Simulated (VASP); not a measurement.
# Ba (I4/mmm) in VASP: further runs, part 2 of 2

VASP 6.6.1. The steps go on from the part before.

**4. Single point, PBEsol (zz strain of +2 %)**

File INCAR:

```
PREC = Accurate
ENCUT = 520
EDIFF = 1E-6
ISMEAR = -1
SIGMA = 0.05
LREAL = F
LASPH = T
NELM = 60
ALGO = Normal
ISIF = 2
LWAVE = F
LCHARG = F
GGA = PS
NBANDS = 11
```

File KPOINTS:

```
Automatic mesh
0
Gamma
  10 10 10
```

File POSCAR:

```
Ba
1.0
   -2.5000000000      2.5000000000      2.5500000000
    2.5000000000     -2.5000000000      2.5500000000
    2.5000000000      2.5000000000     -2.5500000000
Ba
1
Direct
    0.0000000000      0.0000000000      0.0000000000
```

Potentials or basis: VASP PAW PBE potentials, release 64 (Ba_sv).

The run is started by

```bash
> cat potpaw_PBE.64/Ba_sv/POTCAR > POTCAR
> mpirun -np 1 vasp_std > vasp.out
```

OUTCAR:

```text
PREC = Accurate
   ENCUT = 520
   EDIFF = 1E-6
   ISMEAR = -1
   LREAL = F
   LASPH = T
   NELM = 60
   ISIF = 2
   GGA = PS

 ion  position               nearest neighbor table
   1  0.000  0.000  0.000-

  LATTYP: Found a body centered tetragonal cell.
 ALAT       =     5.0000000000
 C/A-ratio  =     1.0200000000

  Lattice vectors:

 A1 = (  -2.5000000000,   2.5000000000,   2.5500000000)
 A2 = (   2.5000000000,  -2.5000000000,   2.5500000000)
 A3 = (   2.5000000000,   2.5000000000,  -2.5500000000)

Analysis of symmetry for initial positions (statically):
=====================================================================
 Subroutine PRICEL returns:
 Original cell was already a primitive cell.

 Routine SETGRP: Setting up the symmetry group for a
 body centered tetragonal supercell.

 Subroutine GETGRP returns: Found 16 space group operations
 (whereof 16 operations were pure point group operations)
 out of a pool of 16 trial point group operations.

The static configuration has the point symmetry D_4h.

Analysis of symmetry for dynamics (positions and initial velocities):
=====================================================================
 Subroutine PRICEL returns:
 Original cell was already a primitive cell.

 Routine SETGRP: Setting up the symmetry group for a
 body centered tetragonal supercell.

 Subroutine GETGRP returns: Found 16 space group operations
 (whereof 16 operations were pure point group operations)
 out of a pool of 16 trial point group operations.

The dynamic configuration has the point symmetry D_4h.

 Subroutine INISYM returns: Found 16 space group operations
 (whereof 16 operations are pure point group operations),
 and found     1 'primitive' translations

----------------------------------------------------------------------------------------

                                     Primitive cell

[... 105 lines left out ...]
   IALGO  =     38    algorithm
   IMIX   =      4    mixing-type and parameters
     AMIX     =   0.40;   BMIX     =  1.00
     AMIX_MAG =   1.60;   BMIX_MAG =  1.00
  volume/ion in A,a.u.               =      63.75       430.21
  Fermi-wavevector in a.u.,A,eV,Ry     =   0.882907  1.668452 10.606069  0.779524
  Thomas-Fermi vector in A             =   2.003601
   LORBIT       =      0    0 simple, 1 ext, 2 COOP (PROOUT), +10 PAW based schemes
   GGA     = PS    functional components
   LHFCALC =     F    Hartree Fock is set to
   AEXX    =    0.0000 exact exchange contribution
   IVDW    =     0    specifies the selected vdW correction
   LEPSILON=     F    determine dielectric tensor
   LRPA    =     F    only Hartree local field effects (RPA)
 non-spin polarized calculation
  energy-cutoff  :      520.00
  volume of cell :       63.75
 maximum number of plane-waves:      1740
   NGX = 17   NGY = 17   NGZ = 17

 number of electron      10.0000000 magnetization

 Free energy of the ion-electron system (eV)
  ---------------------------------------------------
  ext. energy  EPLUGINS =         0.00000000
  ---------------------------------------------------
  free energy    TOTEN  =        -2.14116868 eV

  energy without entropy =       -2.13009716  energy(sigma->0) =       -2.13563292

 E-fermi :   1.4867     XC(G=0):  -7.4678

 val. band max:        1.4838409431   @ k =  -0.3000   0.4000   0.3000
 cond. band min:       1.4905200211   @ k =  -0.3000  -0.4000   0.3000
 fundamental gap:      0.0066790780
 Fermi energy:         1.4867499606

 k-point     1 :       0.0000    0.0000    0.0000
  band No.  band energies     occupation
      1     -27.3803      2.00000
      2     -12.3181      2.00000
      3     -12.3175      2.00000
      4     -12.3175      2.00000
      5      -1.2643      2.00000
      6       3.2592      0.00000
      7       3.2592      0.00000
      8       3.3758      0.00000
      9       4.6285      0.00000
     10       4.7988      0.00000
     11       8.3027      0.00000
[... 309 lines left out ...]
 k-point    24 :       0.4000    0.3000   -0.0000
  band No.  band energies     occupation
      1     -27.3343      2.00000
      2     -12.6678      2.00000
      3     -12.5800      2.00000
      4     -12.3738      2.00000
      5       1.4548      1.30891
      6       1.9357      0.00025
      7       2.1961      0.00000
      8       4.7731      0.00000
      9       5.1044      0.00000
     10       6.3102      0.00000
     11       7.5089      0.00000

 [... further k-points ...]
[... 5 lines left out ...]
  --------------------------------------------------------------------------------------
  -------------------------------------------------------------------------------------
  Total       -0.2641007     -0.2641007     -0.2963906      0.0000000      0.0000000      0.0000000
  in kB       -6.6374290     -6.6374290     -7.4489460      0.0000000      0.0000000      0.0000000
  external PRESSURE =      -6.9079346 kB  Pullay stress =       0.0000000 kB

 VOLUME and BASIS-vectors are now :
 -----------------------------------------------------------------------------
  energy-cutoff  :      520.00
  volume of cell :       63.75
      direct lattice vectors                 reciprocal lattice vectors
    -2.500000000  2.500000000  2.550000000     0.000000000  0.200000000  0.196078431
     2.500000000 -2.500000000  2.550000000     0.200000000  0.000000000  0.196078431
     2.500000000  2.500000000 -2.550000000     0.200000000  0.200000000  0.000000000

 POSITION                                       TOTAL-FORCE (eV/Angst)
 -----------------------------------------------------------------------------------
      0.00000      0.00000      0.00000        -0.000000      0.000000     -0.000000
 -----------------------------------------------------------------------------------
    total drift:                                0.000000      0.000000     -0.000000

  FREE ENERGIE OF THE ION-ELECTRON SYSTEM (eV)
  ---------------------------------------------------
  free  energy   TOTEN  =        -2.1411686790 eV

  energy  without entropy=       -2.1300971622  energy(sigma->0) =       -2.13563292
```

OSZICAR:

```text
N       E                     dE             d eps       ncg     rms          rms(c)
DAV:   1     0.548149356319E+02    0.54815E+02   -0.41756E+03  2244   0.747E+02
DAV:   2     0.624943652914E+00   -0.54190E+02   -0.52788E+02  2661   0.135E+02
DAV:   3    -0.205736038691E+01   -0.26823E+01   -0.26666E+01  2828   0.317E+01
DAV:   4    -0.213942544474E+01   -0.82065E-01   -0.81947E-01  2925   0.515E+00
DAV:   5    -0.214177654498E+01   -0.23511E-02   -0.23509E-02  2990   0.699E-01    0.155E+00
DAV:   6    -0.214126555760E+01    0.51099E-03   -0.32722E-03  2790   0.516E-01    0.918E-01
DAV:   7    -0.214106985623E+01    0.19570E-03   -0.51779E-03  2625   0.699E-01    0.403E-02
DAV:   8    -0.214116458815E+01   -0.94732E-04   -0.28485E-04  3588   0.904E-02    0.226E-02
DAV:   9    -0.214116808449E+01   -0.34963E-05   -0.37097E-06  2634   0.189E-02    0.488E-03
DAV:  10    -0.214116867898E+01   -0.59449E-06   -0.25948E-06  2667   0.101E-02
   1 F= -.21411687E+01 E0= -.21356329E+01  d E =-.110715E-01
```

Wall time 36 s (1 thread of Intel Xeon Platinum 8259CL at 2.50GHz (Skylake/Cascade Lake), shared host); peak memory 0.22 GiB.

Results:

* Free energy: -2.1412 eV
* Pressure: -0.7 GPa
* Band gap on the k mesh: zero (band 5 reaches 1.82 eV, above the bottom of band 6 at 0.99 eV)

Stress tensor (GPa, compression positive):
```
-0.66  0.00  0.00
 0.00 -0.66  0.00
 0.00  0.00 -0.74
```

Caveat: the cell differs from its parent crystal (zz strain of +2 %); the PAW data sets were made with another functional, which shifts forces and pressure a little; spin-orbit coupling is left out, which moves the levels of the heavy elements.

**5. Single point, PBEsol (equal xx and yy strain of +1 %)**

File INCAR:

```
  PREC = Accurate
  ENCUT = 520
  EDIFF = 1E-6
  ISMEAR = -1
  SIGMA = 0.05
  LREAL = False
  LASPH = True
  NELM = 80
  ALGO = Normal
  ISIF = 2
  LWAVE = False
  LCHARG = False
  GGA = PS
  NBANDS = 11
```

KPOINTS is that of step 4.

File POSCAR:

```
Ba
1.0
   -2.5250000000      2.5250000000      2.5000000000
    2.5250000000     -2.5250000000      2.5000000000
    2.5250000000      2.5250000000     -2.5000000000
Ba
1
Direct
    0.0000000000      0.0000000000      0.0000000000
```

The run is started by

```bash
> cat potpaw_PBE.64/Ba_sv/POTCAR > POTCAR
> mpirun -np 1 vasp_std > vasp.out
```

Run time: 36 s. Hardware: 1 thread of Intel Xeon Platinum 8259CL at 2.50GHz (Skylake/Cascade Lake), shared host; peak memory 0.21 GiB.

It converged, with:

```yaml
Free_energy: -2.1413 eV
Pressure: -0.7 GPa
Band_gap_on_the_k_mesh: zero (band 5 reaches 1.82 eV, above the bottom of band 6 at 0.98 eV)
```

Levels at points of the mesh, in eV from the Fermi level:
```
           k point  band 2  band 3  band 4  band 5  band 6  band 7  band 8  band 9
(0.00, 0.00, 0.00)  -13.80  -13.80  -13.80   -2.75    1.77    1.83    1.83    3.18
(0.50, 0.00, 0.00)  -14.25  -13.95  -13.81   -0.88    0.67    1.24    3.20    3.78
(0.50, 0.50, 0.00)  -14.25  -13.95  -13.80   -0.89    0.73    1.21    3.12    3.73
(0.50, 0.50, 0.50)  -14.12  -14.12  -14.11   -0.52   -0.50    4.25    4.25    4.36
```

Caveat: the cell differs from its parent crystal (equal xx and yy strain of +1 %); the PAW data sets were made with another functional, which shifts forces and pressure a little; spin-orbit coupling is left out, which moves the levels of the heavy elements.

**6. Summary**

```csv
cell,gap on the mesh (eV),pressure (GPa)
"a = 4.316 Å, angles 109.2, 109.2, 110.0°, 1 atom",none,-0.5
"a = 4.345 Å, angles 109.7, 109.7, 108.9°, 1 atom",none,-0.6
"a = 4.359 Å, angles 110.0, 110.0, 108.4°, 1 atom",none,-0.7
"a = 4.359 Å, angles 109.2, 109.2, 110.0°, 1 atom",none,-0.7
```

Alike in all rows: task single point; level PBEsol; potentials or basis VASP PAW PBE potentials, release 64 (Ba_sv); no spin polarisation; k mesh 10 × 10 × 10; cutoff (eV) 520; smearing fermi-dirac 0.05 eV.

Caveats: the PAW data sets were made with another functional, which shifts forces and pressure a little; spin-orbit coupling is left out, which moves the levels of the heavy elements.

Total energies depend on the potentials used, so only differences within one code and one set of settings carry meaning.
